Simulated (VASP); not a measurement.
# Al (P6_3/mmc) in VASP: settings compared, part 2 of 2

VASP 6.6.1.

## (3) Single point, LDA

This run uses another cell than the first one, of 15.85 Å³/atom.

File INCAR:

```
PREC = Accurate
ENCUT = 520
EDIFF = 1E-6
ISMEAR = -1
SIGMA = 0.1
LREAL = False
LASPH = True
NELM = 100
ALGO = Normal
ISIF = 2
LWAVE = False
LCHARG = True
LELF = True
LVHAR = True
NBANDS = 14
```

File KPOINTS:

```
regular mesh
0
Gamma
  10 10 3
```

File POSCAR:

```
Al
1.0
    2.8110730806      0.0000000000      0.0000000000
   -1.4055365403      2.4344606997      0.0000000000
    0.0000000000      0.0000000000      9.2653118340
Al
4
Direct
    0.0000000000      0.0000000000      0.0000000000
    0.0000000000      0.0000000000      0.5000000000
    0.3333333333      0.6666666667      0.2500000000
    0.6666666667      0.3333333333      0.7500000000
```

Potentials or basis: VASP PAW LDA potentials, release 64 (Al).

The run is started by

```bash
$ cat potpaw_LDA.64/Al/POTCAR > POTCAR
$ mpirun -np 1 vasp_std > vasp.out
```

OUTCAR:

```text
PREC = Accurate
   ENCUT = 520
   EDIFF = 1E-6
   ISMEAR = -1
   LREAL = False
   LASPH = True
   NELM = 100
   ISIF = 2

 ion  position               nearest neighbor table
   1  0.000  0.000  0.000-   3 2.83   4 2.83   4 2.83   3 2.83   4 2.83   3 2.83
   2  0.000  0.000  0.500-   3 2.83   4 2.83   4 2.83   3 2.83   4 2.83   3 2.83
   3  0.333  0.667  0.250-   1 2.83   2 2.83   1 2.83   2 2.83   1 2.83   2 2.83
   4  0.667  0.333  0.750-   1 2.83   2 2.83   1 2.83   2 2.83   1 2.83   2 2.83

  LATTYP: Found a hexagonal cell.
 ALAT       =     2.8110730806
 C/A-ratio  =     3.2960053219

  Lattice vectors:

 A1 = (   2.8110730806,   0.0000000000,   0.0000000000)
 A2 = (  -1.4055365403,   2.4344606997,   0.0000000000)
 A3 = (   0.0000000000,   0.0000000000,   9.2653118340)

Analysis of symmetry for initial positions (statically):
=====================================================================
 Subroutine PRICEL returns:
 Original cell was already a primitive cell.

 Routine SETGRP: Setting up the symmetry group for a
 hexagonal supercell.

 Subroutine GETGRP returns: Found 24 space group operations
 (whereof 12 operations were pure point group operations)
 out of a pool of 24 trial point group operations.

The static configuration has the point symmetry D_3d.
 The point group associated with its full space group is D_6h.

Analysis of symmetry for dynamics (positions and initial velocities):
=====================================================================
 Subroutine PRICEL returns:
 Original cell was already a primitive cell.

 Routine SETGRP: Setting up the symmetry group for a
 hexagonal supercell.

 Subroutine GETGRP returns: Found 24 space group operations
 (whereof 12 operations were pure point group operations)
 out of a pool of 24 trial point group operations.

The dynamic configuration has the point symmetry D_3d.
 The point group associated with its full space group is D_6h.

 Subroutine INISYM returns: Found 24 space group operations
 (whereof 12 operations are pure point group operations),
 and found     1 'primitive' translations

----------------------------------------------------------------------------------------

                                     Primitive cell

  volume of cell :      63.4067

  direct lattice vectors                    reciprocal lattice vectors
     2.811073081  0.000000000  0.000000000     0.355736038  0.205384297  0.000000000
    -1.405536540  2.434460700  0.000000000     0.000000000  0.410768595  0.000000000
     0.000000000  0.000000000  9.265311834     0.000000000  0.000000000  0.107929449

  length of vectors
     2.811073081  2.811073081  9.265311834     0.410768595  0.410768595  0.107929449

  position of ions in fractional coordinates (direct lattice)
     0.000000000  0.000000000  0.000000000
     0.000000000  0.000000000  0.500000000
     0.333333333  0.666666667  0.250000000
     0.666666667  0.333333333  0.750000000

  ion indices of the primitive-cell ions
   primitive index   ion index
                 1           1
                 2           2
                 3           3
                 4           4

----------------------------------------------------------------------------------------

 KPOINTS: regular mesh

Automatic generation of k-mesh.
 Grid dimensions read from file:
 generate k-points for:   10   10    3

[... 50 lines left out ...]
   ions per type =               4
   NGX,Y,Z   is equivalent  to a cutoff of  14.19, 14.19, 12.56 a.u.
   NGXF,Y,Z  is equivalent  to a cutoff of  28.39, 28.39, 25.12 a.u.
 SYSTEM =  unknown system
   PREC   = accura    normal or accurate (medium, high low for compatibility)
   ISTART =      0    job   : 0-new  1-cont  2-samecut
   ICHARG =      2    charge: 1-file 2-atom 10-const
   ISPIN  =      1    spin polarized calculation?
   LNONCOLLINEAR =      F non collinear calculations
   LSORBIT =      F    spin-orbit coupling
   LASPH  =      T    aspherical Exc in radial PAW
   ENCUT  =  520.0 eV  38.22 Ry    6.18 a.u.   5.23  5.23 17.23*2*pi/ulx,y,z
   NELM   =    100;   NELMIN=  2; NELMDL= -5     # of ELM steps
   EDIFF  = 0.1E-05   stopping-criterion for ELM
   LREAL  =      F    real-space projection
   EDIFFG = 0.1E-04   stopping-criterion for IOM
   NSW    =      0    number of steps for IOM
   IBRION =     -1    ionic relax: 0-MD 1-quasi-New 2-CG
   NFREE  =      0    steps in history (QN), initial steepest desc. (CG)
   ISIF   =      2    stress and relaxation
   ISYM   =      2    0-nonsym 1-usesym 2-fastsym
   POTIM  = 0.5000    time-step for ionic-motion
   TEBEG  =    0.0;   TEEND  =   0.0 temperature during run
   PSTRESS=    0.0 pullay stress
   NELECT =      12.0000    total number of electrons
   NUPDOWN=      -1.0000    fix difference up-down
   EMIN   =  10.00;   EMAX   =-10.00  energy-range for DOS
   EFERMI =   0.00;   METHOD = LEGACY
   ISMEAR =    -1;   SIGMA  =   0.10  broadening in eV -4-tet -1-fermi 0-gaus
   EFERMI_NEDOS =   21; number of points for ismear=-14 and -15
   IALGO  =     38    algorithm
   IMIX   =      4    mixing-type and parameters
     AMIX     =   0.40;   BMIX     =  1.00
     AMIX_MAG =   1.60;   BMIX_MAG =  1.00
  volume/ion in A,a.u.               =      15.85       106.97
  Fermi-wavevector in a.u.,A,eV,Ry     =   0.939919  1.776189 12.020027  0.883447
  Thomas-Fermi vector in A             =   2.067279
   LORBIT       =      0    0 simple, 1 ext, 2 COOP (PROOUT), +10 PAW based schemes
   GGA     = CA    functional components
   LHFCALC =     F    Hartree Fock is set to
   AEXX    =    0.0000 exact exchange contribution
   IVDW    =     0    specifies the selected vdW correction
   LEPSILON=     F    determine dielectric tensor
   LRPA    =     F    only Hartree local field effects (RPA)
 non-spin polarized calculation
  energy-cutoff  :      520.00
  volume of cell :       63.41
 maximum number of plane-waves:      1726
 NGX is ok and might be reduce to    24
   NGX = 11   NGY = 11   NGZ = 35

 number of electron      12.0000000 magnetization

 Free energy of the ion-electron system (eV)
  ---------------------------------------------------
  ext. energy  EPLUGINS =         0.00000000
  ---------------------------------------------------
  free energy    TOTEN  =       -16.77247327 eV

  energy without entropy =      -16.73584854  energy(sigma->0) =      -16.75416090

 E-fermi :   8.2559     XC(G=0): -10.4935

 val. band max:        8.2143756421   @ k =   0.4000   0.2000   0.3333
 cond. band min:       8.3331297060   @ k =   0.4000   0.1000   0.0000
 fundamental gap:      0.1187540639
 Fermi energy:         8.2559364705

 k-point     1 :       0.0000    0.0000    0.0000
  band No.  band energies     occupation
      1      -3.1669      2.00000
      2      -1.4590      2.00000
      3      -1.4562      2.00000
      4       3.4545      2.00000
      5       3.6492      2.00000
      6      11.5402      0.00000
      7      11.5523      0.00000
      8      19.2263      0.00000
      9      19.2263      0.00000
     10      19.3917      0.00000
     11      19.3917      0.00000
     12      20.3486      0.00000
     13      20.3499      0.00000
     14      20.5243      0.00000
[... 377 lines left out ...]
      1       2.1446      2.00000
      2       2.6899      2.00000
      3       4.4817      2.00000
      4       4.6438      2.00000
      5       5.3228      2.00000
      6       6.4469      2.00000
      7       7.4094      1.99958
      8       8.8615      0.00468
      9      10.6312      0.00000
     10      11.5605      0.00000
     11      12.1738      0.00000
     12      12.9995      0.00000
     13      13.9397      0.00000
     14      14.3357      0.00000

 [... further k-points ...]

------------------------ aborting loop because EDIFF is reached ----------------------------------------

  FORCE on cell =-STRESS in cart. coord.  units (eV):
  Direction    XX          YY          ZZ          XY          YZ          ZX
  --------------------------------------------------------------------------------------
  -------------------------------------------------------------------------------------
  Total        0.0260516      0.0260516      0.0219195      0.0000000     -0.0000000      0.0000000
  in kB        0.6582795      0.6582795      0.5538681      0.0000000     -0.0000000      0.0000000
  external PRESSURE =       0.6234757 kB  Pullay stress =       0.0000000 kB

 VOLUME and BASIS-vectors are now :
 -----------------------------------------------------------------------------
  energy-cutoff  :      520.00
  volume of cell :       63.41
      direct lattice vectors                 reciprocal lattice vectors
     2.811073081  0.000000000  0.000000000     0.355736038  0.205384297  0.000000000
    -1.405536540  2.434460700  0.000000000     0.000000000  0.410768595  0.000000000
     0.000000000  0.000000000  9.265311834     0.000000000  0.000000000  0.107929449

 POSITION                                       TOTAL-FORCE (eV/Angst)
 -----------------------------------------------------------------------------------
      0.00000      0.00000      0.00000         0.000000      0.000000     -0.000000
      0.00000      0.00000      4.63266         0.000000      0.000000     -0.000000
     -0.00000      1.62297      2.31633         0.000000      0.000000     -0.000000
      1.40554      0.81149      6.94898        -0.000000      0.000000      0.000000
 -----------------------------------------------------------------------------------
    total drift:                               -0.000000      0.000000      0.000000

  FREE ENERGIE OF THE ION-ELECTRON SYSTEM (eV)
  ---------------------------------------------------
  free  energy   TOTEN  =       -16.7724732652 eV

  energy  without entropy=      -16.7358485389  energy(sigma->0) =      -16.75416090
```

OSZICAR:

```text
N       E                     dE             d eps       ncg     rms          rms(c)
DAV:   1     0.472290083144E+01    0.47229E+01   -0.41491E+03   784   0.657E+02
DAV:   2    -0.161915911695E+02   -0.20914E+02   -0.19493E+02   990   0.912E+01
DAV:   3    -0.168893723023E+02   -0.69778E+00   -0.69010E+00  1106   0.131E+01
DAV:   4    -0.168939625363E+02   -0.45902E-02   -0.45897E-02   964   0.128E+00
DAV:   5    -0.168939919200E+02   -0.29384E-04   -0.29382E-04  1064   0.109E-01    0.285E+00
DAV:   6    -0.168201727244E+02    0.73819E-01   -0.89837E-03   946   0.452E-01    0.160E+00
DAV:   7    -0.167732924895E+02    0.46880E-01   -0.18744E-02   928   0.640E-01    0.245E-01
DAV:   8    -0.167724750971E+02    0.81739E-03   -0.47806E-04  1096   0.108E-01    0.167E-02
DAV:   9    -0.167724733547E+02    0.17424E-05   -0.37717E-06   996   0.113E-02    0.319E-03
DAV:  10    -0.167724732652E+02    0.89486E-07   -0.99667E-08   692   0.190E-03
   1 F= -.16772473E+02 E0= -.16754161E+02  d E =-.366247E-01
```

Run time: 47 s. Hardware: 1 thread of Intel Xeon 8259CL, shared host; peak memory 0.16 GiB.

What came out:

- Free energy: -16.7725 eV
- Pressure: 0.1 GPa
- Band gap on the k mesh: zero (bands 6 and 7 overlap by 5.18 eV)

Levels at points of the mesh, in eV from the Fermi level:
```csv
k point,band 2,band 3,band 4,band 5,band 6,band 7,band 8,band 9
"(0.00, 0.00, 0.00)",-9.71,-9.71,-4.80,-4.61,3.28,3.30,10.97,10.97
"(0.50, 0.00, 0.00)",-5.30,-4.03,-3.97,-3.41,-3.33,0.78,1.23,1.23
```
